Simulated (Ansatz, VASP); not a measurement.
## Two plane-wave programs on TaAs

File INCAR:

```
PREC = Accurate
ENCUT = 520
EDIFF = 1E-6
ISMEAR = 0
SIGMA = 0.1
LREAL = F
LASPH = T
NELM = 60
ALGO = Normal
ISIF = 2
LWAVE = F
LCHARG = F
GGA = PE
NBANDS = 15
```

KPOINTS

```
Automatic mesh
0
Gamma
  6 6 6
```

Contents of POSCAR:

```
TaAs
1.0
   -1.8675731547      1.8675731547      2.6097102434
    1.8675731547     -1.8675731547      2.6097102434
    1.8675731547      1.8675731547     -2.6097102434
Ta As
1 1
Direct
    0.0000000000      0.0000000000      0.0000000000
    0.5000000000      0.5000000000      0.0000000000
```

Input for Ansatz:

```yaml
crystal:
  lattice:
    - [-1.8675731547, 1.8675731547, 2.6097102434]
    - [1.8675731547, -1.8675731547, 2.6097102434]
    - [1.8675731547, 1.8675731547, -2.6097102434]
  atoms:
    - { symbol: Ta, position: [0.0, 0.0, 0.0] }
    - { symbol: As, position: [0.5, 0.5, 0.0] }
basis:
  ecutwfc: 420
kpoints:
  mp_grid: { grid: [6, 6, 6] }
hamiltonian:
  xc: pbe
scf:
  occupations: { method: gaussian, width: 0.1 }
  lower_state_search: "off"
output:
  forces: true
  stress: true
  eigenvalues: true
```

Alike in both runs: task single point; functional PBE; k mesh 6 × 6 × 6; occupations gaussian, width 0.1 eV; no spin polarisation.

```csv
,VASP,Ansatz
version,VASP 6.6.1,Ansatz 0.2.0
potentials or method,"VASP PAW PBE potentials, release 64 (Ta_pv, As), cutoff 520 eV","scalar-relativistic, plane waves, PAW"
valence electrons in the cell,16,28
```

```tsv
	VASP	Ansatz	Ansatz less VASP
gap on the k mesh at the Fermi level (eV)	none	none	-
pressure (GPa)	1.6	1.1	-0.44
traceless stress, the component that is largest in VASP (GPa)	2.40	2.38	-0.028
```

A gap of «none» marks a metal or a gap that the smearing closes. VASP's potentials hold 16 valence electrons a cell and Ansatz's 28, so a difference there can come from the potentials and not from the codes.

The k mesh is coarse, so the values compare programs but aren't converged. Spin-orbit coupling is off throughout.
